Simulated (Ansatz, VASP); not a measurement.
**Two plane-wave programs on BN**

```xyz
4
Lattice="2.5472 0.0000 0.0000 -1.2736 2.2060 0.0000 0.0000 0.0000 6.7658" Properties=species:S:1:pos:R:3 pbc="T T T"
N     1.2736    0.7353    1.6915
N     0.0000    1.4706    5.0744
B     1.2736    0.7353    5.0744
B     0.0000    1.4706    1.6915
```

Alike in both runs: task single point; functional BLYP; dispersion D4; k mesh 12 × 12 × 4; occupations fermi-dirac, width 0.05 eV; no spin polarisation.

```csv
,VASP,Ansatz
version,VASP 6.6.1,Ansatz 0.2.0
potentials or method,"VASP PAW PBE potentials, release 64 (N, B)",Ansatz PAW
plane-wave cutoff (eV),520,420
valence electrons in the cell,16,16
```

VASP gave:

* gap on the k mesh at the Fermi level (eV): 4.29
* least direct gap on the mesh (eV): 4.57
* pressure (GPa): -11.1
* traceless stress, the component that is largest in VASP (GPa): 8.80

Task: Which values does Ansatz return?

Result: gap on the k mesh at the Fermi level (eV): 4.28; least direct gap on the mesh (eV): 4.56; pressure (GPa): -10.9; traceless stress, the component that is largest in VASP (GPa): 8.77.

VASP's potentials were made for PBE, not for BLYP.
